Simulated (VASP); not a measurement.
# C (P6_3/mmc) in VASP: relaxation of cell and atoms with PBEsol

Aim: the relaxation of cell and atoms of C with PBEsol.

Program: VASP 6.6.1. These are calculated values, not measurements. Logs are shortened: lines on timing, memory, paths and dates and some standing lists are left out, and cuts for length are marked.

## (1) The cell of the first run

Symmetry: P6_3/mmc, No. 194, hexagonal system. Conventional cell: a = 2.107 Å, b = 2.107 Å, c = 3.441 Å, α = 90.00°, β = 90.00°, γ = 120.00°. Within 2.8 Å of C (site symmetry -6m2) lie 12 C at 2.11 Å.

## (2) Relaxation of cell and atoms, PBEsol

Input file INCAR:

```
SYSTEM = C
ALGO = Normal ; EDIFF = 1E-7
EDIFFG = -0.01 ; ENCUT = 1300
GGA = PS ; GGA_COMPAT = .FALSE.
IBRION = 2 ; ISIF = 3
ISMEAR = -1 ; LASPH = .TRUE.
LCHARG = .FALSE. ; LREAL = .FALSE.
LWAVE = .FALSE. ; NELM = 120
NELMIN = 4 ; NSW = 80
PREC = Accurate ; SIGMA = 0.1
```

Input file KPOINTS:

```
k-points
0
G
  17 17 9
  0 0 0
```

Input file POSCAR:

```
C
1.0
    2.1071951087      0.0000000000      0.0000000000
   -1.0535975543      1.8248844949      0.0000000000
    0.0000000000      0.0000000000      3.4410496125
C
2
Direct
    0.3333333333      0.6666666667      0.2500000000
    0.6666666667      0.3333333333      0.7500000000
```

Potentials or basis: VASP PAW PBE potentials, release 64 (C_h).

Command:

```
$ cat potpaw_PBE.64/C_h/POTCAR > POTCAR
$ mpirun -np 1 vasp_std > vasp.out
```

OUTCAR:

```text
SYSTEM = C
   EDIFF = 1E-7
   EDIFFG = -0.01
   ENCUT = 1300
   GGA = PS
   IBRION = 2
   ISIF = 3
   ISMEAR = -1
   LASPH = .TRUE.
   LREAL = .FALSE.
   NELM = 120
   NELMIN = 4
   NSW = 80
   PREC = Accurate

 ion  position               nearest neighbor table
   1  0.333  0.667  0.250-
   2  0.667  0.333  0.750-

  LATTYP: Found a hexagonal cell.
 ALAT       =     2.1071951087
 C/A-ratio  =     1.6330000000

  Lattice vectors:

 A1 = (   2.1071951087,   0.0000000000,   0.0000000000)
 A2 = (  -1.0535975543,   1.8248844949,   0.0000000000)
 A3 = (   0.0000000000,   0.0000000000,   3.4410496125)

Analysis of symmetry for initial positions (statically):
=====================================================================
 Subroutine PRICEL returns:
 Original cell was already a primitive cell.

 Routine SETGRP: Setting up the symmetry group for a
 hexagonal supercell.

 Subroutine GETGRP returns: Found 24 space group operations
 (whereof 12 operations were pure point group operations)
 out of a pool of 24 trial point group operations.

The static configuration has the point symmetry D_3d.
 The point group associated with its full space group is D_6h.

Analysis of symmetry for dynamics (positions and initial velocities):
=====================================================================
 Subroutine PRICEL returns:
 Original cell was already a primitive cell.

 Routine SETGRP: Setting up the symmetry group for a
 hexagonal supercell.

 Subroutine GETGRP returns: Found 24 space group operations
 (whereof 12 operations were pure point group operations)
 out of a pool of 24 trial point group operations.

The dynamic configuration has the point symmetry D_3d.
 The point group associated with its full space group is D_6h.

 Subroutine INISYM returns: Found 24 space group operations
 (whereof 12 operations are pure point group operations),
 and found     1 'primitive' translations

----------------------------------------------------------------------------------------

                                     Primitive cell

  volume of cell :      13.2322
[... 111 lines left out ...]
  Fermi-wavevector in a.u.,A,eV,Ry     =   1.384292  2.615933 26.072371  1.916265
  Thomas-Fermi vector in A             =   2.508810
   LORBIT       =      0    0 simple, 1 ext, 2 COOP (PROOUT), +10 PAW based schemes
   GGA     = PS    functional components
   LHFCALC =     F    Hartree Fock is set to
   AEXX    =    0.0000 exact exchange contribution
   IVDW    =     0    specifies the selected vdW correction
   LEPSILON=     F    determine dielectric tensor
   LRPA    =     F    only Hartree local field effects (RPA)
 conjugate gradient relaxation of ions
 non-spin polarized calculation
  energy-cutoff  :     1300.00
  volume of cell :       13.23
 maximum number of plane-waves:      1436
 NGX is ok and might be reduce to    28
   NGX = 13   NGY = 13   NGZ = 21

--------------------------------------- Ionic step        1  -------------------------------------------

 number of electron       8.0000000 magnetization

 Free energy of the ion-electron system (eV)
  ---------------------------------------------------
  ext. energy  EPLUGINS =         0.00000000
  ---------------------------------------------------
  free energy    TOTEN  =       -10.58433163 eV

  energy without entropy =      -10.56587067  energy(sigma->0) =      -10.57510115

------------------------ aborting loop because EDIFF is reached ----------------------------------------

  FORCE on cell =-STRESS in cart. coord.  units (eV):
  Direction    XX          YY          ZZ          XY          YZ          ZX
  --------------------------------------------------------------------------------------
  -------------------------------------------------------------------------------------
  Total       -0.0750185     -0.0750185      0.3082166     -0.0000000     -0.0000000     -0.0000000
  in kB       -9.0833930     -9.0833930     37.3194746     -0.0000000     -0.0000000     -0.0000000
  external PRESSURE =       6.3842295 kB  Pullay stress =       0.0000000 kB
[... 89 lines left out ...]
  FREE ENERGIE OF THE ION-ELECTRON SYSTEM (eV)
  ---------------------------------------------------
  free  energy   TOTEN  =       -10.5874701842 eV

  energy  without entropy=      -10.5680521517  energy(sigma->0) =      -10.57776117

[... ionic steps 4 to 17 ...]

--------------------------------------- Ionic step       18  -------------------------------------------

 number of electron       7.9999999 magnetization

------------------------ aborting loop because EDIFF is reached ----------------------------------------
[... 67 lines left out ...]
--------------------------------------- Ionic step       20  -------------------------------------------

 number of electron       7.9999999 magnetization

 Free energy of the ion-electron system (eV)
  ---------------------------------------------------
  ext. energy  EPLUGINS =         0.00000000
  ---------------------------------------------------
  free energy    TOTEN  =       -11.48092339 eV

  energy without entropy =      -11.46653812  energy(sigma->0) =      -11.47373076

 E-fermi :   9.1955     XC(G=0): -12.5507

 val. band max:        9.0799780930   @ k =   0.4118  -0.0000   0.3333
 cond. band min:       9.2030692876   @ k =   0.3529   0.1176   0.2222
 fundamental gap:      0.1230911946
 Fermi energy:         9.1954655709

 k-point     1 :       0.0000    0.0000    0.0000
  band No.  band energies     occupation
      1     -12.9018      2.00000
      2     -11.8409      2.00000
      3      -1.7109      2.00000
      4       3.1376      2.00000
      5      14.4820      0.00000
      6      25.6863      0.00000
      7      25.7185      0.00000
      8      25.8765      0.00000
[... 243 lines left out ...]
 k-point    24 :       0.1765    0.1765    0.0000
  band No.  band energies     occupation
      1      -8.0611      2.00000
      2      -7.2073      2.00000
      3       4.0914      2.00000
      4       8.3326      1.99964
      5      15.1190      0.00000
      6      15.9204      0.00000
      7      15.9513      0.00000
      8      16.2584      0.00000

 [... further k-points ...]

------------------------ aborting loop because EDIFF is reached ----------------------------------------

  FORCE on cell =-STRESS in cart. coord.  units (eV):
  Direction    XX          YY          ZZ          XY          YZ          ZX
  --------------------------------------------------------------------------------------
  -------------------------------------------------------------------------------------
  Total       -0.0150662     -0.0150662     -0.0001803     -0.0000000      0.0000000      0.0000000
  in kB       -1.7269722     -1.7269722     -0.0206622     -0.0000000      0.0000000      0.0000000
  external PRESSURE =      -1.1582022 kB  Pullay stress =       0.0000000 kB
[... 17 lines left out ...]
  FREE ENERGIE OF THE ION-ELECTRON SYSTEM (eV)
  ---------------------------------------------------
  free  energy   TOTEN  =       -11.4809233891 eV

  energy  without entropy=      -11.4665381248  energy(sigma->0) =      -11.47373076

 reached required accuracy - stopping structural energy minimisation
```

OSZICAR:

```text
N       E                     dE             d eps       ncg     rms          rms(c)
DAV:   1     0.191285559820E+02    0.19129E+02   -0.78239E+03  2640   0.196E+03
DAV:   2    -0.102941703094E+02   -0.29423E+02   -0.28410E+02  4872   0.160E+02
DAV:   3    -0.105896726046E+02   -0.29550E+00   -0.29376E+00  2680   0.214E+01
[... 170 lines left out ...]
DAV:   2    -0.114809923939E+02    0.23102E-03   -0.29511E-04  2952   0.149E-01    0.343E-02
DAV:   3    -0.114809230354E+02    0.69358E-04   -0.25400E-04  2704   0.109E-01    0.398E-03
DAV:   4    -0.114809231672E+02   -0.13175E-06   -0.21140E-06  2688   0.178E-02    0.232E-03
DAV:   5    -0.114809233950E+02   -0.22784E-06   -0.11866E-07  2256   0.450E-03    0.349E-04
DAV:   6    -0.114809233891E+02    0.59276E-08   -0.10223E-08  1440   0.870E-04
  20 F= -.11480923E+02 E0= -.11473731E+02  d E =-.989762E-02
```

CONTCAR:

```text
C
   1.00000000000000
     1.7058810879773345   -0.0000000000101927   -0.0000000000000001
    -0.8529405439570220    1.4773363580451075    0.0000000000000000
     0.0000000000000001   -0.0000000000000008    5.5462776190143677
  C
     2
Direct
     0.3333333332999970    0.6666666667000030    0.2500000000000000
     0.6666666667000030    0.3333333332999970    0.7500000000000000

  0.00000000E+00  0.00000000E+00  0.00000000E+00
  0.00000000E+00  0.00000000E+00  0.00000000E+00
```

Wall time 7.6 min (1 thread of Intel Xeon Platinum 8259CL at 2.50GHz (Skylake/Cascade Lake), shared host); peak memory 0.21 GiB.

What came out:

- Free energy: -11.4809 eV
- Relaxed volume: 6.99 Å³/atom
- Relaxed cell: a = 1.706 Å, b = 1.706 Å, c = 5.546 Å, α = 90.00°, β = 90.00°, γ = 120.00°
- Space group after relaxing (to 0.1 Å): P6_3/mmc (No. 194)
- Energy gained by relaxing: 448.3 meV/atom
- Ionic steps: 20
- Pressure after relaxing: -0.1 GPa
- Band gap on the k mesh: zero (bands 4 and 5 overlap by 2.10 eV)

The path:
```csv
step,energy change (eV),largest force (eV/Å),pressure (GPa),volume (Å³)
1,0.0000,0.0000,0.64,13.23
2,-0.0021,0.0000,-0.05,13.28
3,-0.0031,0.0000,-0.90,13.34
4,-0.0033,0.0000,-1.23,13.36
5,-0.0038,0.0000,-1.86,13.41
6,-0.0071,0.0000,-3.00,13.50
7,-0.0253,0.0000,-5.05,13.67
8,-0.0658,0.0000,-8.10,13.98
9,-0.1633,0.0000,-12.93,14.51
10,-0.4643,0.0000,-16.36,15.22
11,-0.5351,0.0000,12.21,15.35
12,-0.7650,0.0000,-12.85,15.45
13,-0.8184,0.0000,-12.95,15.48
14,-0.8244,0.0000,-12.86,15.48
15,-0.8682,0.0000,-9.63,14.91
16,-0.8867,0.0000,-1.49,14.37
17,-0.8867,0.0000,-1.02,14.35
18,-0.8919,0.0000,-0.78,14.23
19,-0.8966,0.0000,-0.18,14.00
20,-0.8966,0.0000,-0.12,13.98
```

Final structure:
```
C
1.0
     1.70588    0.00000    0.00000
    -0.85294    1.47734    0.00000
     0.00000    0.00000    5.54628
C
2
Direct
  0.33333 0.66667 0.25000
  0.66667 0.33333 0.75000
```

Caveat: a cell axis changed by over 15 % at a fixed basis, so the end point is rough; the PAW data sets were made with another functional, which shifts forces and pressure a little.

The gap in the log of VASP goes by the Fermi energy; the results here count the filled bands.